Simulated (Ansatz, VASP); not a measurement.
Y3Rh: VASP beside Ansatz

```
CELL_PARAMETERS angstrom
4.65993 0.00000 0.00000
0.00000 4.65993 0.00000
0.00000 0.00000 4.65993
ATOMIC_POSITIONS crystal
Y 0.00000 0.50000 0.50000
Y 0.50000 0.00000 0.50000
Y 0.50000 0.50000 0.00000
Rh 0.00000 0.00000 0.00000
```

Alike in both runs: functional PBE; k mesh 10 × 10 × 10; occupations gaussian, width 0.1 eV; no spin polarisation.

Ansatz relaxed the structure, and its values are those at the end. VASP's run is a single point on that final structure, the one shown.

```csv
,VASP,Ansatz
version,VASP 6.6.1,Ansatz 0.2.0
potentials or method,"VASP PAW PBE potentials, release 64 (Y_sv, Rh_pv), cutoff 520 eV","scalar-relativistic, plane waves, PAW"
valence electrons in the cell,48,50
```

```csv
,VASP,Ansatz,Ansatz less VASP
gap on the k mesh at the Fermi level (eV),none,none,-
pressure (GPa),-0.1,0.0,+0.13
```

A gap of «none» marks a metal or a gap that the smearing closes. VASP's potentials hold 48 valence electrons a cell and Ansatz's 50, so a difference there can come from the potentials and not from the codes.
